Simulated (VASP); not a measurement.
Here is a VASP 6.6.1 calculation.

Contents of INCAR:

```
SYSTEM = Nb
PREC = Accurate ; ENCUT = 520
EDIFF = 1E-6 ; ISMEAR = 0
SIGMA = 0.15 ; LREAL = .False.
LASPH = .True. ; NELM = 100
ALGO = Fast ; ISIF = 2
LWAVE = .False. ; LCHARG = .False.
GGA = PS ; NBANDS = 12
```

The input KPOINTS:

```
Automatic mesh
0
Gamma
  20 20 20
  0 0 0
```

File POSCAR:

```
Nb
1.0
   -1.7138685000      1.7138685000      1.6639500000
    1.7138685000     -1.7138685000      1.6639500000
    1.7138685000      1.7138685000     -1.6639500000
Nb
1
Direct
    0.0000000000      0.0000000000      0.0000000000
```

Potentials or basis: VASP PAW PBE potentials, release 64 (Nb_sv).

The run is started by

```console
$ cat potpaw_PBE.64/Nb_sv/POTCAR > POTCAR
$ mpirun -np 1 vasp_std > vasp.out
```

Estimate the pressure.

-16.5 GPa.

Stress tensor (GPa, compression positive):
```
-17.29   0.00   0.00
  0.00 -17.29   0.00
  0.00   0.00 -14.86
```

Caveat: the cell differs from its parent crystal (strain +0.030 along x and y, +0.000 along z); the PAW data sets were made with another functional, which shifts forces and pressure a little.
